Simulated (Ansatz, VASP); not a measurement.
**One calculation of PbSe, two programs**

```
CELL_PARAMETERS angstrom
0.00000 3.19628 3.09528
3.19628 0.00000 3.09528
3.19628 3.19628 0.00000
ATOMIC_POSITIONS crystal
Pb 0.00000 0.00000 0.00000
Se 0.50000 0.50000 0.50000
```

Alike in both runs: task single point; functional PBE; dispersion D3(BJ); k mesh 10 × 10 × 10; occupations gaussian, width 0.03 eV; no spin polarisation.

|  | VASP | Ansatz |
| --- | --- | --- |
| version | VASP 6.6.1 | Ansatz 0.2.0 |
| potentials or method | VASP PAW PBE potentials, release 64 (Pb_d, Se), cutoff 520 eV | scalar-relativistic, plane waves, PAW |
| valence electrons in the cell | 20 | 30 |

VASP gave:

```
gap on the k mesh at the Fermi level (eV)                     : 0.55
least direct gap on the mesh (eV)                             : 0.55
pressure (GPa)                                                : -2.5
traceless stress, the component that is largest in VASP (GPa) : 1.81
```

Task: What did Ansatz give for the same quantities?

Result: gap on the k mesh at the Fermi level (eV): 0.54; least direct gap on the mesh (eV): 0.54; pressure (GPa): -2.5; traceless stress, the component that is largest in VASP (GPa): 1.81.

VASP's potentials hold 20 valence electrons a cell and Ansatz's 30, so a difference there can come from the potentials and not from the codes. Ansatz's warnings: dispersion switch in reach.

Neither program's run includes spin-orbit coupling.
